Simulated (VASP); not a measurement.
# Pt2F (P6/mmm) in VASP: a series of runs

Runs on Pt2F. Level: PBE. Tasks: single point, relaxation of cell and atoms.

Program: VASP 6.6.1. These are calculated values, not measurements. Logs are shortened: lines on timing, memory, paths and dates and some standing lists are left out, and cuts for length are marked.

## (1) The cell of the first run

It takes space group P6/mmm (No. 191, hexagonal). The conventional cell has a = 4.428 Å, b = 4.428 Å, c = 2.638 Å, α = 90.00°, β = 90.00°, γ = 120.00°. Within 3.4 Å of Pt (site symmetry -6m2) lie 5 Pt at 2.56 to 2.64 Å and 6 F at 2.88 Å. Within 3.5 Å of F (site symmetry 6/mmm) lie 2 F at 2.64 Å and 12 Pt at 2.88 Å.

## (2) Single point, PBE

INCAR

```
SYSTEM = Pt2F
  PREC = Accurate
  ENCUT = 520
  EDIFF = 1E-6
  ISMEAR = 0
  SIGMA = 0.1
  LREAL = .FALSE.
  LASPH = .TRUE.
  NELM = 100
  ALGO = Normal
  ISIF = 2
  LWAVE = .FALSE.
  LCHARG = .FALSE.
  GGA = PE
  NBANDS = 20
```

KPOINTS

```
Automatic mesh
0
G
  12 12 18
  0 0 0
```

POSCAR

```
Pt2F
1.0
    4.4277943008      0.0000000000      0.0000000000
   -2.2138971504      3.8345823473      0.0000000000
    0.0000000000      0.0000000000      2.6380497987
Pt F
2 1
Direct
    0.3333333333      0.6666666667      0.5000000000
    0.6666666667      0.3333333333      0.5000000000
    0.0000000000      0.0000000000      0.0000000000
```

Potentials or basis: VASP PAW PBE potentials, release 64 (Pt, F).

Command:

```bash
> cat potpaw_PBE.64/Pt/POTCAR potpaw_PBE.64/F/POTCAR > POTCAR
> mpirun -np 1 vasp_std > vasp.out
```

OUTCAR:

```text
SYSTEM = Pt2F
   PREC = Accurate
   ENCUT = 520
   EDIFF = 1E-6
   ISMEAR = 0
   LREAL = .FALSE.
   LASPH = .TRUE.
   NELM = 100
   ISIF = 2
   GGA = PE

 ion  position               nearest neighbor table
   1  0.333  0.667  0.500-   2 2.56   2 2.56   2 2.56
   2  0.667  0.333  0.500-   1 2.56   1 2.56   1 2.56
   3  0.000  0.000  0.000-

  LATTYP: Found a hexagonal cell.
 ALAT       =     4.4277943008
 C/A-ratio  =     0.5957932143

  Lattice vectors:

 A1 = (   4.4277943008,   0.0000000000,   0.0000000000)
 A2 = (  -2.2138971504,   3.8345823473,   0.0000000000)
 A3 = (   0.0000000000,   0.0000000000,   2.6380497987)

Analysis of symmetry for initial positions (statically):
=====================================================================
 Subroutine PRICEL returns:
 Original cell was already a primitive cell.

 Routine SETGRP: Setting up the symmetry group for a
 hexagonal supercell.

 Subroutine GETGRP returns: Found 24 space group operations
 (whereof 24 operations were pure point group operations)
 out of a pool of 24 trial point group operations.

The static configuration has the point symmetry D_6h.

Analysis of symmetry for dynamics (positions and initial velocities):
=====================================================================
 Subroutine PRICEL returns:
 Original cell was already a primitive cell.

 Routine SETGRP: Setting up the symmetry group for a
 hexagonal supercell.

 Subroutine GETGRP returns: Found 24 space group operations
 (whereof 24 operations were pure point group operations)
 out of a pool of 24 trial point group operations.

The dynamic configuration has the point symmetry D_6h.

 Subroutine INISYM returns: Found 24 space group operations
 (whereof 24 operations are pure point group operations),
 and found     1 'primitive' translations

----------------------------------------------------------------------------------------

                                     Primitive cell

  volume of cell :      44.7908

  direct lattice vectors                    reciprocal lattice vectors
     4.427794301  0.000000000  0.000000000     0.225846083  0.130392297  0.000000000
    -2.213897150  3.834582347  0.000000000     0.000000000  0.260784594  0.000000000
     0.000000000  0.000000000  2.638049799     0.000000000  0.000000000  0.379067901

  length of vectors
     4.427794301  4.427794301  2.638049799     0.260784594  0.260784594  0.379067901

  position of ions in fractional coordinates (direct lattice)
     0.333333333  0.666666667  0.500000000
     0.666666667  0.333333333  0.500000000
     0.000000000  0.000000000  0.000000000

  ion indices of the primitive-cell ions
   primitive index   ion index
                 1           1
                 2           2
                 3           3

----------------------------------------------------------------------------------------

 KPOINTS: Automatic mesh

Automatic generation of k-mesh.
 Grid dimensions read from file:
 generate k-points for:   12   12   18

 Generating k-lattice:

  Cartesian coordinates                     Fractional coordinates (reciprocal lattice)
     0.018820507  0.010866025  0.000000000     0.083333333  0.000000000  0.000000000
     0.000000000  0.021732049  0.000000000     0.000000000  0.083333333  0.000000000
     0.000000000  0.000000000  0.021059328     0.000000000  0.000000000  0.055555556

  Length of vectors
     0.021732049  0.021732049  0.021059328

  Shift w.r.t. Gamma in fractional coordinates (k-lattice)
     0.000000000  0.000000000  0.000000000

 Subroutine IBZKPT returns following result:
 ===========================================

 Found    190 irreducible k-points:

 Following reciprocal coordinates:
            Coordinates               Weight
  0.000000  0.000000  0.000000      1.000000
  0.083333  0.000000  0.000000      6.000000
  0.166667 -0.000000  0.000000      6.000000
  0.250000  0.000000  0.000000      6.000000
  0.333333 -0.000000  0.000000      6.000000
  0.416667 -0.000000  0.000000      6.000000
[... 16 lines left out ...]
  0.250000  0.000000  0.055556     12.000000
  0.333333 -0.000000  0.055556     12.000000
 [... further k-points ...]
   k-points           NKPTS =    190   k-points in BZ     NKDIM =    190   number of bands    NBANDS=     20
   number of dos      NEDOS =    301   number of ions     NIONS =      3
   total plane-waves  NPLWV =  25920
   dimension x,y,z NGX =    36 NGY =   36 NGZ =   20
   dimension x,y,z NGXF=    72 NGYF=   72 NGZF=   40
   ions per type =               2   1
   NGX,Y,Z   is equivalent  to a cutoff of  13.52, 13.52, 12.60 a.u.
   NGXF,Y,Z  is equivalent  to a cutoff of  27.03, 27.03, 25.21 a.u.
 SYSTEM =  Pt2F
   PREC   = accura    normal or accurate (medium, high low for compatibility)
   ISTART =      0    job   : 0-new  1-cont  2-samecut
   ICHARG =      2    charge: 1-file 2-atom 10-const
   ISPIN  =      1    spin polarized calculation?
   LNONCOLLINEAR =      F non collinear calculations
   LSORBIT =      F    spin-orbit coupling
   LASPH  =      T    aspherical Exc in radial PAW
   ENCUT  =  520.0 eV  38.22 Ry    6.18 a.u.   8.23  8.23  4.91*2*pi/ulx,y,z
   NELM   =    100;   NELMIN=  2; NELMDL= -5     # of ELM steps
   EDIFF  = 0.1E-05   stopping-criterion for ELM
   LREAL  =      F    real-space projection
   EDIFFG = 0.1E-04   stopping-criterion for IOM
   NSW    =      0    number of steps for IOM
   IBRION =     -1    ionic relax: 0-MD 1-quasi-New 2-CG
   NFREE  =      0    steps in history (QN), initial steepest desc. (CG)
   ISIF   =      2    stress and relaxation
   ISYM   =      2    0-nonsym 1-usesym 2-fastsym
   POTIM  = 0.5000    time-step for ionic-motion
   TEBEG  =    0.0;   TEEND  =   0.0 temperature during run
   PSTRESS=    0.0 pullay stress
   NELECT =      27.0000    total number of electrons
   NUPDOWN=      -1.0000    fix difference up-down
   EMIN   =  10.00;   EMAX   =-10.00  energy-range for DOS
   EFERMI =   0.00;   METHOD = LEGACY
   ISMEAR =     0;   SIGMA  =   0.10  broadening in eV -4-tet -1-fermi 0-gaus
   EFERMI_NEDOS =   21; number of points for ismear=-14 and -15
   IALGO  =     38    algorithm
   IMIX   =      4    mixing-type and parameters
     AMIX     =   0.40;   BMIX     =  1.00
     AMIX_MAG =   1.60;   BMIX_MAG =  1.00
  volume/ion in A,a.u.               =      14.93       100.75
  Fermi-wavevector in a.u.,A,eV,Ry     =   1.382929  2.613357 26.021046  1.912493
  Thomas-Fermi vector in A             =   2.507575
   LORBIT       =      0    0 simple, 1 ext, 2 COOP (PROOUT), +10 PAW based schemes
   GGA     = PE    functional components
   LHFCALC =     F    Hartree Fock is set to
   AEXX    =    0.0000 exact exchange contribution
   IVDW    =     0    specifies the selected vdW correction
   LEPSILON=     F    determine dielectric tensor
   LRPA    =     F    only Hartree local field effects (RPA)
 non-spin polarized calculation
 Gauss-broadening in eV      SIGMA  =   0.10
  energy-cutoff  :      520.00
  volume of cell :       44.79
 maximum number of plane-waves:      1228
 NGX is ok and might be reduce to    36
   NGX = 17   NGY = 17   NGZ =  9

 number of electron      27.0000002 magnetization

 Free energy of the ion-electron system (eV)
  ---------------------------------------------------
  ext. energy  EPLUGINS =         0.00000000
  ---------------------------------------------------
  free energy    TOTEN  =       -13.56540332 eV

  energy without entropy =      -13.54483703  energy(sigma->0) =      -13.55512017

 E-fermi :   6.4770     XC(G=0): -12.0196

 val. band max:        6.4763433719   @ k =   0.1667  -0.0000   0.0556
 cond. band min:       6.4814015673   @ k =   0.2500   0.0000   0.0000
 fundamental gap:      0.0050581955
 Fermi energy:         6.4770476644

 k-point     1 :       0.0000    0.0000    0.0000
  band No.  band energies     occupation
      1     -15.0267      2.00000
      2      -0.1053      2.00000
      3       1.3699      2.00000
      4       1.8051      2.00000
      5       1.8051      2.00000
      6       1.9471      2.00000
[... 12 lines left out ...]
     19      19.5644      0.00000
     20      19.5644      0.00000

 k-point     2 :       0.0833    0.0000    0.0000
  band No.  band energies     occupation
      1     -15.0246      2.00000
      2      -0.1594      2.00000
      3       1.2863      2.00000
      4       1.8092      2.00000
      5       1.9195      2.00000
      6       2.0522      2.00000
[... 12 lines left out ...]
     19      19.4060      0.00000
     20      19.6495      0.00000

 k-point     3 :       0.1667   -0.0000    0.0000
  band No.  band energies     occupation
      1     -15.0185      2.00000
      2      -0.2642      2.00000
      3       1.2412      2.00000
      4       1.8163      2.00000
      5       1.8390      2.00000
      6       2.4008      2.00000
[... 12 lines left out ...]
     19      19.2645      0.00000
     20      19.8763      0.00000

 k-point     4 :       0.2500    0.0000    0.0000
  band No.  band energies     occupation
      1     -15.0102      2.00000
      2      -0.3281      2.00000
      3       1.2812      2.00000
      4       1.7077      2.00000
      5       1.8160      2.00000
      6       2.4085      2.00000
[... 12 lines left out ...]
     19      19.6511      0.00000
     20      20.1758      0.00000

 k-point     5 :       0.3333   -0.0000    0.0000
  band No.  band energies     occupation
      1     -15.0022      2.00000
      2      -0.3108      2.00000
      3       1.3795      2.00000
      4       1.5332      2.00000
      5       1.8042      2.00000
      6       2.1908      2.00000
[... 12 lines left out ...]
     19      20.4694      0.00000
     20      20.6490      0.00000
[... 353 lines left out ...]
      6       2.0695      2.00000
[... 12 lines left out ...]
     19      19.4856      0.00000
     20      19.7276      0.00000

 k-point    22 :       0.1667   -0.0000    0.0556
  band No.  band energies     occupation
      1     -15.0069      2.00000
      2      -0.1652      2.00000
      3       1.2982      2.00000
      4       1.8396      2.00000
      5       1.9728      2.00000
      6       2.4017      2.00000
[... 12 lines left out ...]
     19      19.3532      0.00000
     20      19.9600      0.00000

 k-point    23 :       0.2500    0.0000    0.0556
  band No.  band energies     occupation
      1     -14.9988      2.00000
      2      -0.2347      2.00000
      3       1.3469      2.00000
      4       1.8379      2.00000
      5       1.8380      2.00000
      6       2.4119      2.00000
[... 12 lines left out ...]
     19      19.7581      0.00000
     20      20.2675      0.00000

 k-point    24 :       0.3333   -0.0000    0.0556
  band No.  band energies     occupation
      1     -14.9911      2.00000
      2      -0.2206      2.00000
      3       1.4481      2.00000
      4       1.6557      2.00000
      5       1.8253      2.00000
      6       2.2054      2.00000
[... 12 lines left out ...]
     19      20.5707      0.00000
     20      20.7748      0.00000

 [... further k-points ...]
[... 5 lines left out ...]
  --------------------------------------------------------------------------------------
  -------------------------------------------------------------------------------------
  Total       -0.1206334     -0.1206334     -0.1374201      0.0000000     -0.0000000      0.0000000
  in kB       -4.3150874     -4.3150874     -4.9155517      0.0000000     -0.0000000      0.0000000
  external PRESSURE =      -4.5152421 kB  Pullay stress =       0.0000000 kB

 VOLUME and BASIS-vectors are now :
 -----------------------------------------------------------------------------
  energy-cutoff  :      520.00
  volume of cell :       44.79
      direct lattice vectors                 reciprocal lattice vectors
     4.427794301  0.000000000  0.000000000     0.225846083  0.130392297  0.000000000
    -2.213897150  3.834582347  0.000000000     0.000000000  0.260784594  0.000000000
     0.000000000  0.000000000  2.638049799     0.000000000  0.000000000  0.379067901

 POSITION                                       TOTAL-FORCE (eV/Angst)
 -----------------------------------------------------------------------------------
     -0.00000      2.55639      1.31902         0.000000     -0.000000      0.000000
      2.21390      1.27819      1.31902        -0.000000      0.000000     -0.000000
      0.00000      0.00000      0.00000        -0.000000      0.000000     -0.000000
 -----------------------------------------------------------------------------------
    total drift:                                0.000000      0.000000     -0.000000

  FREE ENERGIE OF THE ION-ELECTRON SYSTEM (eV)
  ---------------------------------------------------
  free  energy   TOTEN  =       -13.5654033212 eV

  energy  without entropy=      -13.5448370271  energy(sigma->0) =      -13.55512017
```

Wall time 2 min (1 thread of Intel Xeon Platinum 8259CL at 2.50GHz (Skylake/Cascade Lake), shared host); peak memory 0.28 GiB.

Results:

* Free energy: -13.5654 eV
* Pressure: -0.5 GPa

Caveat: spin-orbit coupling is left out, which moves the levels of the heavy elements; an odd number of electrons without spin polarisation forces a metal; a magnetic or distorted state may lie lower.

## (3) Single point, PBE

INCAR

```
PREC = Accurate ; ENCUT = 520
EDIFF = 1E-7 ; ISMEAR = 0
SIGMA = 0.1 ; LREAL = False
LASPH = True ; NELM = 100
ALGO = Normal ; ISIF = 2
LWAVE = False ; LCHARG = True
GGA = PE ; LELF = True
LVHAR = True ; NBANDS = 20
```

KPOINTS

```
regular mesh
0
Gamma
  12 12 18
```

POSCAR is that of step 2.

Potentials or basis: VASP PAW PBE potentials, release 64 (Pt, F).

Command:

```bash
> cat potpaw_PBE.64/Pt/POTCAR potpaw_PBE.64/F/POTCAR > POTCAR
> mpirun -np 1 vasp_std > vasp.out
```

OUTCAR:

```text
PREC = Accurate
   ENCUT = 520
   EDIFF = 1E-7
   ISMEAR = 0
   LREAL = False
   LASPH = True
   NELM = 100
   ISIF = 2
   GGA = PE

 ion  position               nearest neighbor table
   1  0.333  0.667  0.500-   2 2.56   2 2.56   2 2.56
   2  0.667  0.333  0.500-   1 2.56   1 2.56   1 2.56
   3  0.000  0.000  0.000-

  LATTYP: Found a hexagonal cell.
 ALAT       =     4.4277943008
 C/A-ratio  =     0.5957932143

  Lattice vectors:

 A1 = (   4.4277943008,   0.0000000000,   0.0000000000)
 A2 = (  -2.2138971504,   3.8345823473,   0.0000000000)
 A3 = (   0.0000000000,   0.0000000000,   2.6380497987)

Analysis of symmetry for initial positions (statically):
=====================================================================
 Subroutine PRICEL returns:
 Original cell was already a primitive cell.

 Routine SETGRP: Setting up the symmetry group for a
 hexagonal supercell.

 Subroutine GETGRP returns: Found 24 space group operations
 (whereof 24 operations were pure point group operations)
 out of a pool of 24 trial point group operations.

The static configuration has the point symmetry D_6h.

Analysis of symmetry for dynamics (positions and initial velocities):
=====================================================================
 Subroutine PRICEL returns:
 Original cell was already a primitive cell.

 Routine SETGRP: Setting up the symmetry group for a
 hexagonal supercell.

 Subroutine GETGRP returns: Found 24 space group operations
 (whereof 24 operations were pure point group operations)
 out of a pool of 24 trial point group operations.

The dynamic configuration has the point symmetry D_6h.

 Subroutine INISYM returns: Found 24 space group operations
 (whereof 24 operations are pure point group operations),
 and found     1 'primitive' translations

[... 107 lines left out ...]
   NELECT =      27.0000    total number of electrons
   NUPDOWN=      -1.0000    fix difference up-down
   EMIN   =  10.00;   EMAX   =-10.00  energy-range for DOS
   EFERMI =   0.00;   METHOD = LEGACY
   ISMEAR =     0;   SIGMA  =   0.10  broadening in eV -4-tet -1-fermi 0-gaus
   EFERMI_NEDOS =   21; number of points for ismear=-14 and -15
   IALGO  =     38    algorithm
   IMIX   =      4    mixing-type and parameters
     AMIX     =   0.40;   BMIX     =  1.00
     AMIX_MAG =   1.60;   BMIX_MAG =  1.00
  volume/ion in A,a.u.               =      14.93       100.75
  Fermi-wavevector in a.u.,A,eV,Ry     =   1.382929  2.613357 26.021046  1.912493
  Thomas-Fermi vector in A             =   2.507575
   LORBIT       =      0    0 simple, 1 ext, 2 COOP (PROOUT), +10 PAW based schemes
   GGA     = PE    functional components
   LHFCALC =     F    Hartree Fock is set to
   AEXX    =    0.0000 exact exchange contribution
   IVDW    =     0    specifies the selected vdW correction
   LEPSILON=     F    determine dielectric tensor
   LRPA    =     F    only Hartree local field effects (RPA)
 non-spin polarized calculation
 Gauss-broadening in eV      SIGMA  =   0.10
  energy-cutoff  :      520.00
  volume of cell :       44.79
 maximum number of plane-waves:      1228
 NGX is ok and might be reduce to    36
   NGX = 17   NGY = 17   NGZ =  9

 number of electron      27.0000002 magnetization

 Free energy of the ion-electron system (eV)
  ---------------------------------------------------
  ext. energy  EPLUGINS =         0.00000000
  ---------------------------------------------------
  free energy    TOTEN  =       -13.56540324 eV

  energy without entropy =      -13.54483475  energy(sigma->0) =      -13.55511899

 E-fermi :   6.4770     XC(G=0): -12.0196

 val. band max:        6.4762897674   @ k =   0.1667  -0.0000   0.0556
 cond. band min:       6.4813570812   @ k =   0.2500   0.0000   0.0000
 fundamental gap:      0.0050673138
 Fermi energy:         6.4770166476

 k-point     1 :       0.0000    0.0000    0.0000
  band No.  band energies     occupation
      1     -15.0263      2.00000
      2      -0.1054      2.00000
      3       1.3698      2.00000
      4       1.8053      2.00000
      5       1.8053      2.00000
      6       1.9470      2.00000
[... 541 lines left out ...]
     19      20.5707      0.00000
     20      20.7748      0.00000

 [... further k-points ...]
[... 5 lines left out ...]
  --------------------------------------------------------------------------------------
  -------------------------------------------------------------------------------------
  Total       -0.1277941     -0.1277941     -0.1453489      0.0000000     -0.0000000      0.0000000
  in kB       -4.5712297     -4.5712297     -5.1991679      0.0000000     -0.0000000      0.0000000
  external PRESSURE =      -4.7805424 kB  Pullay stress =       0.0000000 kB

 VOLUME and BASIS-vectors are now :
 -----------------------------------------------------------------------------
  energy-cutoff  :      520.00
  volume of cell :       44.79
      direct lattice vectors                 reciprocal lattice vectors
     4.427794301  0.000000000  0.000000000     0.225846083  0.130392297  0.000000000
    -2.213897150  3.834582347  0.000000000     0.000000000  0.260784594  0.000000000
     0.000000000  0.000000000  2.638049799     0.000000000  0.000000000  0.379067901

 POSITION                                       TOTAL-FORCE (eV/Angst)
 -----------------------------------------------------------------------------------
     -0.00000      2.55639      1.31902        -0.000000      0.000000      0.000000
      2.21390      1.27819      1.31902         0.000000      0.000000      0.000000
      0.00000      0.00000      0.00000        -0.000000      0.000000      0.000000
 -----------------------------------------------------------------------------------
    total drift:                                0.000000      0.000000     -0.000000

  FREE ENERGIE OF THE ION-ELECTRON SYSTEM (eV)
  ---------------------------------------------------
  free  energy   TOTEN  =       -13.5654032382 eV

  energy  without entropy=      -13.5448347460  energy(sigma->0) =      -13.55511899
```

stdout:

```text
POSCAR found type information on POSCAR PtF
 POSCAR found :  2 types and       3 ions
 scaLAPACK will be used
 LDA part: xc-table for (Slater+PW92), standard interpolation
 POSCAR, INCAR and KPOINTS ok, starting setup
 FFT: planning ... GRIDC
 FFT: planning ... GRID_SOFT
 FFT: planning ... GRID
 WAVECAR not read
 entering main loop
```

Wall time 2.3 min (1 thread of Intel Xeon Platinum 8259CL at 2.50GHz (Skylake/Cascade Lake), shared host); peak memory 0.28 GiB.

Results:

| Quantity | Value |
| --- | --- |
| Free energy | -13.5654 eV |
| Pressure | -0.5 GPa |

Caveat: spin-orbit coupling is left out, which moves the levels of the heavy elements; an odd number of electrons without spin polarisation forces a metal; a magnetic or distorted state may lie lower.

[end of part 1 of 2]
